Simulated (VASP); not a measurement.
# Be16H (a cell with a defect) in VASP: single point with PBE

Aim: the single point of Be16H (a cell with a defect) with PBE.

Everything below comes from runs of VASP 6.6.1. Logs are shortened: lines on timing, memory, paths and dates and some standing lists are left out, and cuts for length are marked.

## Step 1: The cell of the first run

The cell holds a defect, 17 atoms: a = 4.580 Å, b = 3.966 Å, c = 7.177 Å, α = 90.00°, β = 90.00°, γ = 90.00°.

## Step 2: Single point, PBE

INCAR reads:

```
ALGO     = Normal         # electronic algorithm
EDIFF    = 1E-7           # SCF threshold, eV
ENCUT    = 520            # plane-wave cutoff, eV
GGA      = PE             # functional
ISIF     = 2              # what is computed and relaxed
ISMEAR   = 0              # smearing method
LASPH    = T              # aspherical terms in the spheres
LCHARG   = T              # write CHGCAR
LELF     = T              # ELF
LREAL    = Auto         
LVHAR    = T            
LWAVE    = F              # write WAVECAR
NBANDS   = 30             # bands
NELM     = 60             # most SCF steps
PREC     = Accurate       # precision mode
SIGMA    = 0.15           # smearing width, eV
```

KPOINTS reads:

```
k-points
0
Gamma
  5 5 3
```

POSCAR reads:

```
Be16H
1.0
   -2.2900000000     -3.9663960000      0.0000000000
    3.4350000000     -1.9831980000      0.0000000000
    0.0000000000      0.0000000000      7.1768600000
Be H
16 1
Direct
    0.7487021859      0.5007669695      0.0015462901
    0.4996254762      0.3351535351      0.2513794402
    0.7283798720      0.5124480994      0.5009011584
    0.4997002270      0.3340602826      0.7551253173
    0.4996688074      0.0019130311      0.0031488001
    0.2493757678      0.8352218457      0.2520911836
    0.4996642884      0.0115588481      0.5033404233
    0.2513292311      0.8344243346      0.7530543051
    0.2505785686      0.5008339189      0.0015923639
   -0.0004506227      0.3341130533      0.2445719884
    0.2711005237      0.5123928248      0.5008727246
   -0.0003204643      0.3332950537      0.7550089990
   -0.0003813525     -0.0019420922      0.0011137538
    0.7497851676      0.8352555488      0.2520827678
   -0.0003714585     -0.0348501875      0.5002210486
    0.7480792873      0.8345493635      0.7530873557
   -0.0002887550      0.3274016406      0.5311915502
```

Potentials or basis: VASP PAW PBE potentials, release 64 (Be, H).

The run is started by

```
$ cat potpaw_PBE.64/Be/POTCAR potpaw_PBE.64/H/POTCAR > POTCAR
$ mpirun -np 1 vasp_std > vasp.out
```

OUTCAR:

```text
EDIFF = 1E-7
   ENCUT = 520
   GGA = PE
   ISIF = 2
   ISMEAR = 0
   LASPH = T
   LREAL = Auto
   NELM = 60
   PREC = Accurate

 ion  position               nearest neighbor table
   1  0.749  0.501  0.002-  10 2.19   4 2.21  12 2.21  16 2.22   2 2.22  14 2.23   9 2.28  13 2.28
                             5 2.28   5 2.29   9 2.30  13 2.30
   2  0.500  0.335  0.251-  11 2.19   3 2.19   7 2.22   5 2.22   9 2.22   1 2.22  14 2.29  10 2.29
                             6 2.29  14 2.29   6 2.29  10 2.29
   3  0.728  0.512  0.501-  17 1.46  11 2.09  15 2.18   2 2.19  14 2.20  16 2.22   4 2.22   7 2.24
                             7 2.25  12 2.32  10 2.33
   4  0.500  0.334  0.755-   1 2.21   9 2.21   7 2.21   5 2.21  11 2.22   3 2.22  16 2.28   8 2.29
                             8 2.29  16 2.29  12 2.29  12 2.29
   5  0.500  0.002  0.003-   4 2.21   2 2.22  14 2.22   6 2.22  16 2.23   8 2.23   1 2.28   9 2.28
                            13 2.29  13 2.29   9 2.29   1 2.29
   6  0.249  0.835  0.252-  15 2.18  11 2.20   5 2.22  13 2.23   9 2.23   7 2.25  10 2.29  14 2.29
                             2 2.29   2 2.29  14 2.29  10 2.29
   7  0.500  0.012  0.503-   4 2.21   2 2.22   8 2.24  16 2.24  11 2.24   3 2.24  11 2.25   3 2.25
                            14 2.25   6 2.25  15 2.30  15 2.30
   8  0.251  0.834  0.753-  15 2.21  11 2.22  13 2.22   9 2.22   5 2.23   7 2.24  16 2.28   4 2.29
                             4 2.29  12 2.29  12 2.30  16 2.30
   9  0.251  0.501  0.002-  10 2.19   4 2.21  12 2.21   8 2.22   2 2.22   6 2.23   1 2.28  13 2.28
                             5 2.28   5 2.29   1 2.30  13 2.30
  10  1.000  0.334  0.245-   1 2.19   9 2.19  13 2.20  14 2.29   6 2.29   2 2.29   2 2.29  14 2.29
                             6 2.29   3 2.33  11 2.33  15 2.35
  11  0.271  0.512  0.501-  17 1.46   3 2.09  15 2.18   2 2.19   6 2.20   8 2.22   4 2.22   7 2.24
                             7 2.25  12 2.32  10 2.33
  12  1.000  0.333  0.755-  17 1.61  13 2.21   1 2.21   9 2.21  16 2.29   4 2.29   8 2.29   4 2.29
                             8 2.30  16 2.30   3 2.32  11 2.32  15 2.34
  13  1.000  0.998  0.001-  10 2.20  12 2.21  16 2.22   8 2.22   6 2.23  14 2.23   9 2.28   1 2.28
                             5 2.29   5 2.29   1 2.30   9 2.30
  14  0.750  0.835  0.252-  15 2.18   3 2.20   5 2.22  13 2.23   1 2.23   7 2.25  10 2.29   6 2.29
                             2 2.29   2 2.29   6 2.29  10 2.29
  15  1.000  0.965  0.500-  17 1.45   6 2.18  14 2.18   3 2.18  11 2.18  16 2.21   8 2.21   7 2.30
                             7 2.30  12 2.34  10 2.35
  16  0.748  0.835  0.753-  15 2.21   3 2.22  13 2.22   1 2.22   5 2.23   7 2.24   8 2.28   4 2.28
                             4 2.29  12 2.29  12 2.30   8 2.30
  17  1.000  0.327  0.531-  15 1.45   3 1.46  11 1.46  12 1.61

  LATTYP: Found a simple orthorhombic cell.
 ALAT       =     3.9663962620
 B/A-ratio  =     1.1547004875
 C/A-ratio  =     1.8094157835

  Lattice vectors:

 A1 = (  -3.4350000000,   1.9831980000,   0.0000000000)
 A2 = (  -2.2900000000,  -3.9663960000,   0.0000000000)
 A3 = (   0.0000000000,   0.0000000000,   7.1768600000)

Analysis of symmetry for initial positions (statically):
=====================================================================
 Subroutine PRICEL returns:
 Original cell was already a primitive cell.

 Routine SETGRP: Setting up the symmetry group for a
 simple orthorhombic supercell.

 Subroutine GETGRP returns: Found  1 space group operations
 (whereof  1 operations were pure point group operations)
 out of a pool of  8 trial point group operations.

The static configuration has the point symmetry C_1 .

Analysis of symmetry for dynamics (positions and initial velocities):
=====================================================================
 Subroutine PRICEL returns:
 Original cell was already a primitive cell.

 Routine SETGRP: Setting up the symmetry group for a
 simple orthorhombic supercell.

 Subroutine GETGRP returns: Found  1 space group operations
 (whereof  1 operations were pure point group operations)
 out of a pool of  8 trial point group operations.

The dynamic configuration has the point symmetry C_1 .

 Subroutine INISYM returns: Found  1 space group operations
 (whereof  1 operations are pure point group operations),
 and found     1 'primitive' translations

----------------------------------------------------------------------------------------

                                     Primitive cell

  volume of cell :     130.3755

  direct lattice vectors                    reciprocal lattice vectors
    -2.290000000 -3.966396000  0.000000000    -0.109170306 -0.189088533  0.000000000
     3.435000000 -1.983198000  0.000000000     0.218340611 -0.126059022  0.000000000
     0.000000000  0.000000000  7.176860000     0.000000000  0.000000000  0.139336702

  length of vectors
     4.579999697  3.966396262  7.176860000     0.218340626  0.252118027  0.139336702

  position of ions in fractional coordinates (direct lattice)
     0.748702186  0.500766969  0.001546290
     0.499625476  0.335153535  0.251379440
     0.728379872  0.512448099  0.500901158
     0.499700227  0.334060283  0.755125317
     0.499668807  0.001913031  0.003148800
     0.249375768  0.835221846  0.252091184
[... 9 lines left out ...]
     0.748079287  0.834549364  0.753087356
     0.999711245  0.327401641  0.531191550

  ion indices of the primitive-cell ions
   primitive index   ion index
                 1           1
                 2           2
                 3           3
                 4           4
                 5           5
                 6           6
[... 9 lines left out ...]
                16          16
                17          17

----------------------------------------------------------------------------------------

 KPOINTS: k-points

Automatic generation of k-mesh.
 Grid dimensions read from file:
 generate k-points for:    5    5    3

 Generating k-lattice:

  Cartesian coordinates                     Fractional coordinates (reciprocal lattice)
    -0.021834061 -0.037817707  0.000000000     0.200000000  0.000000000  0.000000000
     0.043668122 -0.025211804  0.000000000     0.000000000  0.200000000  0.000000000
     0.000000000  0.000000000  0.046445567     0.000000000  0.000000000  0.333333333

  Length of vectors
     0.043668125  0.050423605  0.046445567

  Shift w.r.t. Gamma in fractional coordinates (k-lattice)
     0.000000000  0.000000000  0.000000000

 Subroutine IBZKPT returns following result:
 ===========================================

 Found     38 irreducible k-points:

 Following reciprocal coordinates:
            Coordinates               Weight
  0.000000  0.000000  0.000000      1.000000
  0.200000  0.000000  0.000000      2.000000
  0.400000  0.000000  0.000000      2.000000
  0.000000  0.200000  0.000000      2.000000
  0.200000  0.200000  0.000000      2.000000
 -0.200000  0.200000  0.000000      2.000000
[... 16 lines left out ...]
  0.200000 -0.200000 -0.333333      2.000000
 -0.200000 -0.200000  0.333333      2.000000
 [... further k-points ...]
   k-points           NKPTS =     38   k-points in BZ     NKDIM =     38   number of bands    NBANDS=     30
   number of dos      NEDOS =    301   number of ions     NIONS =     17
   total plane-waves  NPLWV =  58320
   dimension x,y,z NGX =    36 NGY =   30 NGZ =   54
   dimension x,y,z NGXF=    72 NGYF=   60 NGZF=  108
   ions per type =              16   1
   NGX,Y,Z   is equivalent  to a cutoff of  13.07, 12.57, 12.51 a.u.
   NGXF,Y,Z  is equivalent  to a cutoff of  26.13, 25.15, 25.02 a.u.
 SYSTEM =  unknown system
   PREC   = accura    normal or accurate (medium, high low for compatibility)
   ISTART =      0    job   : 0-new  1-cont  2-samecut
   ICHARG =      2    charge: 1-file 2-atom 10-const
   ISPIN  =      1    spin polarized calculation?
   LNONCOLLINEAR =      F non collinear calculations
   LSORBIT =      F    spin-orbit coupling
   LASPH  =      T    aspherical Exc in radial PAW
   ENCUT  =  520.0 eV  38.22 Ry    6.18 a.u.   8.52  7.37 13.34*2*pi/ulx,y,z
   NELM   =     60;   NELMIN=  2; NELMDL= -5     # of ELM steps
   EDIFF  = 0.1E-06   stopping-criterion for ELM
   LREAL  =      T    real-space projection
   EDIFFG = 0.1E-05   stopping-criterion for IOM
   NSW    =      0    number of steps for IOM
   IBRION =     -1    ionic relax: 0-MD 1-quasi-New 2-CG
   NFREE  =      0    steps in history (QN), initial steepest desc. (CG)
   ISIF   =      2    stress and relaxation
   ISYM   =      2    0-nonsym 1-usesym 2-fastsym
   POTIM  = 0.5000    time-step for ionic-motion
   TEBEG  =    0.0;   TEEND  =   0.0 temperature during run
   PSTRESS=    0.0 pullay stress
   NELECT =      33.0000    total number of electrons
   NUPDOWN=      -1.0000    fix difference up-down
   EMIN   =  10.00;   EMAX   =-10.00  energy-range for DOS
   EFERMI =   0.00;   METHOD = LEGACY
   ISMEAR =     0;   SIGMA  =   0.15  broadening in eV -4-tet -1-fermi 0-gaus
   EFERMI_NEDOS =   21; number of points for ismear=-14 and -15
   IALGO  =     38    algorithm
   IMIX   =      4    mixing-type and parameters
     AMIX     =   0.40;   BMIX     =  1.00
     AMIX_MAG =   1.60;   BMIX_MAG =  1.00
  volume/ion in A,a.u.               =       7.67        51.75
  Fermi-wavevector in a.u.,A,eV,Ry     =   1.035573  1.956950 14.591049  1.072412
  Thomas-Fermi vector in A             =   2.169923
   LORBIT       =      0    0 simple, 1 ext, 2 COOP (PROOUT), +10 PAW based schemes
   GGA     = PE    functional components
   LHFCALC =     F    Hartree Fock is set to
   AEXX    =    0.0000 exact exchange contribution
   IVDW    =     0    specifies the selected vdW correction
   LEPSILON=     F    determine dielectric tensor
   LRPA    =     F    only Hartree local field effects (RPA)
 non-spin polarized calculation
 Gauss-broadening in eV      SIGMA  =   0.15
  energy-cutoff  :      520.00
  volume of cell :      130.38
 maximum number of plane-waves:      3529
 NGX is ok and might be reduce to    36
   NGX = 17   NGY = 15   NGZ = 27

 number of electron      33.0000001 magnetization

 Free energy of the ion-electron system (eV)
  ---------------------------------------------------
  ext. energy  EPLUGINS =         0.00000000
  ---------------------------------------------------
  free energy    TOTEN  =       -61.89503953 eV

  energy without entropy =      -61.87304706  energy(sigma->0) =      -61.88404329

 E-fermi :   7.3925     XC(G=0): -10.5782

 val. band max:        7.3338469582   @ k =   0.2000   0.4000   0.0000
 cond. band min:       7.4287127896   @ k =  -0.4000   0.2000   0.0000
 fundamental gap:      0.0948658313
 Fermi energy:         7.3925305791

 k-point     1 :       0.0000    0.0000    0.0000
  band No.  band energies     occupation
      1      -5.1396      2.00000
      2      -2.9540      2.00000
      3      -2.1794      2.00000
      4      -0.3067      2.00000
      5       0.9645      2.00000
      6       1.5339      2.00000
[... 20 lines left out ...]
     27      10.4041      0.00000
     28      10.4276      0.00000
[... 683 lines left out ...]
 k-point    24 :      -0.2000   -0.2000    0.3333
  band No.  band energies     occupation
      1      -4.6742      2.00000
      2      -3.0954      2.00000
      3      -1.4839      2.00000
      4      -0.2314      2.00000
      5       0.1101      2.00000
      6       0.4130      2.00000
[... 20 lines left out ...]
     27      11.9815      0.00000
     28      12.6697      0.00000

 [... further k-points ...]

 [bands above 28 left out]

------------------------ aborting loop because EDIFF is reached ----------------------------------------

  FORCE on cell =-STRESS in cart. coord.  units (eV):
  Direction    XX          YY          ZZ          XY          YZ          ZX
  --------------------------------------------------------------------------------------
  -------------------------------------------------------------------------------------
  Total       -0.0249008      1.1454345      0.9721400      1.0154413      0.0461255     -0.0802960
  in kB       -0.3060051     14.0761806     11.9465733     12.4787015      0.5668342     -0.9867536
  external PRESSURE =       8.5722496 kB  Pullay stress =       0.0000000 kB

 VOLUME and BASIS-vectors are now :
 -----------------------------------------------------------------------------
  energy-cutoff  :      520.00
  volume of cell :      130.38
      direct lattice vectors                 reciprocal lattice vectors
    -2.290000000 -3.966396000  0.000000000    -0.109170306 -0.189088533  0.000000000
     3.435000000 -1.983198000  0.000000000     0.218340611 -0.126059022  0.000000000
     0.000000000  0.000000000  7.176860000     0.000000000  0.000000000  0.139336702

 POSITION                                       TOTAL-FORCE (eV/Angst)
 -----------------------------------------------------------------------------------
      0.00561     -3.96277      0.01110        -0.007324      0.001972      0.001411
      0.00711     -2.64639      1.80412        -0.000981      0.000466      0.002434
      0.09227     -3.90533      3.59490         0.007995      0.002144     -0.008571
      0.00318     -2.64452      5.41943         0.006982     -0.002191     -0.004615
     -1.13767     -1.98568      0.02260        -0.013909      0.009607      0.008034
      2.29792     -2.64553      1.80922        -0.003382     -0.001018      0.000790
[... 9 lines left out ...]
      1.15358     -4.62226      5.40480         0.005843      0.001417     -0.002775
     -1.16471     -4.61455      3.81229         0.007676     -0.004604      0.013319
 -----------------------------------------------------------------------------------
    total drift:                                0.000946     -0.001060     -0.000236

  FREE ENERGIE OF THE ION-ELECTRON SYSTEM (eV)
  ---------------------------------------------------
  free  energy   TOTEN  =       -61.8950395296 eV

  energy  without entropy=      -61.8730470571  energy(sigma->0) =      -61.88404329
```

Run time: 3.1 min. Hardware: 1 thread of Intel Xeon Platinum 8259CL at 2.50GHz (Skylake/Cascade Lake), shared host; peak memory 0.27 GiB.

Results:

* Free energy: -61.8950 eV
* Pressure: 0.9 GPa
* Largest force: 0.019 eV/Å
* Band gap on the k mesh: zero (an odd number of electrons rules out a gap without spin polarisation)

Forces on the atoms (eV/Å):
```
Be  -0.007  0.002  0.001
Be  -0.001  0.000  0.002
Be   0.008  0.002 -0.009
Be   0.007 -0.002 -0.005
Be  -0.014  0.010  0.008
Be  -0.003 -0.001  0.001
Be   0.005 -0.003 -0.006
Be   0.006 -0.006 -0.001
Be  -0.008  0.007 -0.001
Be  -0.004 -0.001  0.005
Be   0.006 -0.005 -0.007
Be   0.004 -0.003 -0.003
Be  -0.005  0.001  0.002
Be  -0.004  0.002  0.002
Be  -0.004  0.000 -0.001
Be   0.006  0.001 -0.003
H    0.008 -0.005  0.013
```

Levels at points of the mesh, in eV from the Fermi level:
```tsv
k point	band 13	band 14	band 15	band 16	band 17	band 18	band 19	band 20
(0.00, 0.00, 0.00)	-4.03	-3.71	-0.82	0.15	0.38	0.53	0.83	1.00
```
